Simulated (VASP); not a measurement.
Input of a VASP 6.6.1 run:

File INCAR:

```
  ALGO = Normal
  EDIFF = 1E-6
  ENCUT = 520
  GGA = PE
  ISIF = 2
  ISMEAR = 0
  LASPH = T
  LCHARG = F
  LREAL = Auto
  LWAVE = F
  NBANDS = 59
  NELECT = 88.0
  NELM = 80
  PREC = Accurate
  SIGMA = 0.05
```

Contents of KPOINTS:

```
k-points
0
Gamma
  4 4 2
```

POSCAR

```
Si6O11
1.0
   -2.5103274377      4.3480146658      0.0000000000
    0.0000000000      0.0000000000      5.5092660079
    7.5309823132      4.3480146658      0.0000000000
Si O
6 11
Direct
    0.7617495765      0.3333333333      0.2382504235
    0.2617495765      0.3333333333      0.7382504235
    0.9765008470      0.6666666667      0.5000000000
    0.4765008470      0.6666666667      0.0000000000
    0.2617495765      0.0000000000      0.2617495765
    0.7617495765      0.0000000000      0.7617495765
    0.0486521033      0.2055717715      0.2072260374
    0.5486521033      0.2055717715      0.7072260374
    0.7865130045      0.5389051049      0.3720609296
    0.2865130045      0.5389051049      0.8720609296
    0.6648348922      0.8722384382      0.9207130329
    0.2865130045      0.7944282285      0.1279390704
    0.7865130045      0.7944282285      0.6279390704
    0.6648348922      0.4610948951      0.0792869671
    0.1648348922      0.4610948951      0.5792869671
    0.6644946489      0.1075908815      0.3028733150
    0.0486521033      0.1277615618      0.7927739626
```

Potentials or basis: VASP PAW PBE potentials, release 64 (Si, O).

The run is started by

```bash
$ cat potpaw_PBE.64/Si/POTCAR potpaw_PBE.64/O/POTCAR > POTCAR
$ mpirun -np 1 vasp_std > vasp.out
```

Q: What does it give for the largest force?

A: 13.343 eV/Å.

Forces on the atoms (eV/Å):
```
Si  -4.940  0.202  8.131
Si   0.828  1.064 -0.161
Si   2.301 -0.814 -2.221
Si  -1.431  0.120 -0.781
Si  -2.790  1.035  0.782
Si   0.812  0.322  0.919
O   -1.862  3.363 -0.690
O   -0.190 -0.172 -0.093
O    0.036  0.977  1.709
O    0.089 -0.001  0.181
O    0.147 -0.060 -0.119
O    2.027  0.390  1.103
O   -1.581  0.093 -0.066
O    0.694  0.329 -0.471
O   -1.277 -0.879  1.107
O    7.443 -5.878 -9.385
O   -0.306 -0.094  0.054
```

Caveat: the k points lie up to 0.36 Å⁻¹ apart; the cell carries a net charge on a neutralising background, which shifts energy and pressure; the cell differs from its parent crystal (atoms taken out, atom 16 moved -0.125 of the way to it and +0.500 Å across, host rigid).
